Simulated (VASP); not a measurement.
A run of VASP 6.6.1 is set up as follows.

Contents of INCAR:

```
SYSTEM = SiMo3
PREC     = Accurate       ! precision mode
ENCUT    = 520            ! plane-wave cutoff, eV
EDIFF    = 1E-7           ! SCF threshold, eV
ISMEAR   = 0              ! smearing method
SIGMA    = 0.15           ! smearing width, eV
LREAL    = .False.        ! projectors in reciprocal space
LASPH    = .True.         ! aspherical terms in the spheres
NELM     = 80             ! most SCF steps
ALGO     = Fast           ! electronic algorithm
ISIF     = 2              ! what is computed and relaxed
LWAVE    = .False.        ! write WAVECAR
LCHARG   = .True.         ! write CHGCAR
GGA      = PS             ! functional
LELF     = .True.         ! ELF
LVHAR    = .True.       
NBANDS   = 56             ! bands
```

KPOINTS

```
regular mesh
0
Gamma
  8 8 8
  0 0 0
```

POSCAR

```
SiMo3
1.0
    4.8615851677      0.0000000000      0.0000000000
    0.0000000000      4.8615851677      0.0000000000
    0.0000000000      0.0000000000      5.2505119811
Si Mo
2 6
Direct
    0.0000000000      0.0000000000      0.0000000000
    0.5000000000      0.5000000000      0.5000000000
    0.2500000000      0.0000000000      0.5000000000
    0.5000000000      0.7500000000      0.0000000000
    0.7500000000      0.0000000000      0.5000000000
    0.5000000000      0.2500000000      0.0000000000
    0.0000000000      0.5000000000      0.7500000000
    0.0000000000      0.5000000000      0.2500000000
```

Potentials or basis: VASP PAW PBE potentials, release 64 (Si, Mo_sv).

Launch:

```bash
$ cat potpaw_PBE.64/Si/POTCAR potpaw_PBE.64/Mo_sv/POTCAR > POTCAR
$ mpirun -np 1 vasp_std > vasp.out
```

(1) What does it give for the band gap on the k mesh?

(2) What does it give for the pressure?

(3) Estimate the largest force.

## Answers

(1) zero (band 46 reaches 12.92 eV, above the bottom of band 47 at 10.83 eV).

(2) -15.5 GPa.

(3) 0.109 eV/Å.

Caveat: the cell differs from its parent crystal (strain +0.000 along x and y, +0.080 along z); the PAW data sets were made with another functional, which shifts forces and pressure a little.
